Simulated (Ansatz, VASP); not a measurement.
## One calculation of BiO5, two programs

File INCAR:

```
PREC = Accurate ; ENCUT = 600
EDIFF = 1E-6 ; ISMEAR = 0
SIGMA = 0.1 ; LREAL = F
LASPH = T ; NELM = 80
ALGO = Normal ; ISIF = 3
LWAVE = F ; LCHARG = F
GGA = PE ; IBRION = 2
NSW = 90 ; EDIFFG = -0.04
```

The input KPOINTS:

```
regular mesh
0
Gamma
  6 6 2
```

The input POSCAR:

```
BiO5
1.0
    2.7969418100      0.0000000000      0.0000000000
   -1.3984709000      2.4222226600      0.0000000000
    0.0000000000      0.0000000000     14.1337598600
Bi O
1 5
Direct
    0.0000000000      0.0000000000      0.0000000000
    0.6666666700      0.3333333300      0.8349520000
    0.0000000000      0.0000000000      0.6673210300
    0.6666666700      0.3333333300      0.5000000000
    0.0000000000      0.0000000000      0.3326789700
    0.6666666700      0.3333333300      0.1650480000
```

Input for Ansatz:

```yaml
crystal:
  lattice:
    - [2.79694181, 0.0, 0.0]
    - [-1.3984709, 2.42222266, 0.0]
    - [0.0, 0.0, 14.13375986]
  atoms:
    - { symbol: Bi, position: [0.0, 0.0, 0.0] }
    - { symbol: O, position: [0.66666667, 0.33333333, 0.834952] }
    - { symbol: O, position: [0.0, 0.0, 0.66732103] }
    - { symbol: O, position: [0.66666667, 0.33333333, 0.5] }
    - { symbol: O, position: [0.0, 0.0, 0.33267897] }
    - { symbol: O, position: [0.66666667, 0.33333333, 0.165048] }
basis:
  ecutwfc: 420
kpoints:
  mp_grid: { grid: [6, 6, 2] }
hamiltonian:
  xc: pbe
scf:
  occupations: { method: gaussian, width: 0.1 }
  lower_state_search: "off"
output:
  forces: true
  stress: true
  eigenvalues: true
relax:
  adjacent_minimum: "off"
  f_tol: 0.04
  max_steps: 70
  cell: { stress_tol: 0.4 }
```

Change from the starting cell: species swapped into the Mg5Cd type (P-6m2, No. 187).

Alike in both runs: task relaxation of cell and atoms; functional PBE; k mesh 6 × 6 × 2; occupations gaussian, width 0.1 eV; no spin polarisation.

|  | VASP | Ansatz |
| --- | --- | --- |
| version | VASP 6.6.1 | Ansatz 0.2.0 |
| potentials or method | VASP PAW PBE potentials, release 64 (Bi_d, O), cutoff 600 eV | scalar-relativistic, plane waves, PAW |
| valence electrons in the cell | 45 | 45 |

|  | VASP | Ansatz | Ansatz less VASP |
| --- | --- | --- | --- |
| gap on the k mesh at the Fermi level, each at its own relaxed structure (eV) | none | none | - |
| relaxed volume (Å³/atom) | 16.50 | 18.21 | +1.715 |
| relaxed cell length with the largest relative difference (Å) | 9.975 | 10.694 | +0.7195 |

A gap of «none» marks a metal or a gap that the smearing closes. One of these differences is far larger than is usual between the two programs; its cause wasn't traced.

The k mesh is coarse, so the values compare programs but aren't converged. Spin-orbit coupling is off throughout.
